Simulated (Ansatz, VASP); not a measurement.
# Ga: VASP beside Ansatz

Contents of INCAR:

```
SYSTEM = Ga
PREC = Accurate
ENCUT = 520
EDIFF = 1E-6
ISMEAR = 0
SIGMA = 0.15
LREAL = .FALSE.
LASPH = .TRUE.
NELM = 80
ALGO = Fast
ISIF = 2
LWAVE = .FALSE.
LCHARG = .TRUE.
GGA = PS
LELF = .TRUE.
LVHAR = .TRUE.
NBANDS = 34
```

Contents of KPOINTS:

```
Automatic mesh
0
G
  10 10 10
  0 0 0
```

Contents of POSCAR:

```
Ga
1.0
    2.2350478178     -3.7986615528     -0.3352571727
    2.2350478178      3.7986615528     -0.3352571727
   -0.6734664180      0.0000000000      4.0407985081
Ga
4
Direct
    0.1559156097      0.8440843903      0.0832479706
    0.6559156097      0.3440843903      0.4167520294
    0.8440843903      0.1559156097      0.9167520294
    0.3440843903      0.6559156097      0.5832479706
```

Input for Ansatz:

```yaml
crystal:
  lattice:
    - [2.2350478178, -3.7986615528, -0.3352571727]
    - [2.2350478178, 3.7986615528, -0.3352571727]
    - [-0.673466418, 0.0, 4.0407985081]
  atoms:
    - { symbol: Ga, position: [0.1559156097, 0.8440843903, 0.0832479706] }
    - { symbol: Ga, position: [0.6559156097, 0.3440843903, 0.4167520294] }
    - { symbol: Ga, position: [0.8440843903, 0.1559156097, 0.9167520294] }
    - { symbol: Ga, position: [0.3440843903, 0.6559156097, 0.5832479706] }
basis:
  ecutwfc: 420
kpoints:
  mp_grid: { grid: [10, 10, 10] }
hamiltonian:
  xc: pbesol
scf:
  occupations: { method: gaussian, width: 0.15 }
output:
  forces: true
  stress: true
  eigenvalues: true
```

Change from the starting cell: engineering shear strain xz -0.3000, normal strain along z -0.1000.

Alike in both runs: task single point; functional PBEsol; k mesh 10 × 10 × 10; occupations gaussian, width 0.15 eV; no spin polarisation.

|  | VASP | Ansatz |
| --- | --- | --- |
| version | VASP 6.6.1 | Ansatz 0.2.0 |
| potentials or method | VASP PAW PBE potentials, release 64 (Ga_d), cutoff 520 eV | scalar-relativistic, plane waves, PAW |
| valence electrons in the cell | 52 | 52 |

Ansatz gave:

```
gap on the k mesh at the Fermi level (eV)                     : none
pressure (GPa)                                                : 18.3
traceless stress, the component that is largest in VASP (GPa) : 12.07
rms of the force components (eV/Å)                            : 1.128
```

Problem. Which values does VASP return?

Solution. gap on the k mesh at the Fermi level (eV): none; pressure (GPa): 18.5; traceless stress, the component that is largest in VASP (GPa): 12.09; rms of the force components (eV/Å): 1.131.

VASP's potentials were made for PBE, not for PBEsol. Atom by atom the forces differ by 0.004 eV/Å (rms over components). A gap of «none» marks a metal or a gap that the smearing closes.
